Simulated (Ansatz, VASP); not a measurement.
# Sn in VASP and in Ansatz

```xyz
1
Lattice="-1.6597 1.6592 2.3463 1.6597 -1.6592 2.3463 1.6597 1.6592 -2.3463" Properties=species:S:1:pos:R:3 pbc="T T T"
Sn    0.0000    0.0000    0.0000
```

Alike in both runs: functional LDA; k mesh 17 × 17 × 17; occupations fermi-dirac, width 0.15 eV; no spin polarisation.

Ansatz relaxed the structure, and its values are those at the end. VASP's run is a single point on that final structure, the one shown.

|  | VASP | Ansatz |
| --- | --- | --- |
| version | VASP 6.6.1 | Ansatz 0.2.0 |
| potentials or method | VASP PAW LDA potentials, release 64 (Sn_d), cutoff 500 eV | plane waves, PAW |
| valence electrons in the cell | 14 | 14 |

|  | VASP | Ansatz | Ansatz less VASP |
| --- | --- | --- | --- |
| pressure (GPa) | 0.0 | 0.0 | -0.01 |

LDA's correlation is that of Perdew and Zunger in VASP and of Perdew and Wang (1992) in Ansatz.
